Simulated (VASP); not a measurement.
KMgF3:

```
CELL_PARAMETERS angstrom
3.98590 0.00000 0.00000
0.00000 3.98590 0.00000
0.00000 0.00000 3.98590
ATOMIC_POSITIONS crystal
K 0.50000 0.50000 0.50000
Mg 0.00000 0.00000 0.00000
F 0.50000 0.00000 0.00000
F 0.00000 0.50000 0.00000
F 0.00000 0.00000 0.50000
```

* Program: VASP 6.6.1
* Task: relaxation of cell and atoms
* Functional: LDA
* Potentials or basis: VASP PAW LDA potentials, release 64 (K_sv, Mg_sv, F)
* Cutoff: 750 eV
* k mesh: 6 × 6 × 6
* Occupations: gaussian, width 0.01 eV
* Spin: no spin polarisation

At the start: pressure -4.5 GPa; volume 12.67 Å³/atom.

Problem. How do energy, volume and symmetry change on relaxing?

Solution. Over 3 steps the energy falls by 10.3 meV/atom and the volume is 11.96 Å³/atom (-5.5 %); space group Pm-3m (No. 221, to 0.1 Å) before and after.

Step by step:
```
step  energy change (eV)  largest force (eV/Å)  pressure (GPa)  volume (Å³)
   1              0.0000                0.0000           -4.49        63.33
   2             -0.0509                0.0000           -0.46        60.13
   3             -0.0514                0.0000            0.02        59.82
```

Final structure:
```cif
data_structure
_symmetry_space_group_name_H-M 'P 1'
_symmetry_Int_Tables_number 1
_cell_length_a 3.9109
_cell_length_b 3.9109
_cell_length_c 3.9109
_cell_angle_alpha 90.000
_cell_angle_beta 90.000
_cell_angle_gamma 90.000
_cell_volume 59.82
loop_
_atom_site_label
_atom_site_type_symbol
_atom_site_fract_x
_atom_site_fract_y
_atom_site_fract_z
_atom_site_occupancy
K1 K 0.50000 0.50000 0.50000 1
Mg1 Mg 0.00000 0.00000 0.00000 1
F1 F 0.50000 0.00000 0.00000 1
F2 F 0.00000 0.50000 0.00000 1
F3 F 0.00000 0.00000 0.50000 1
```
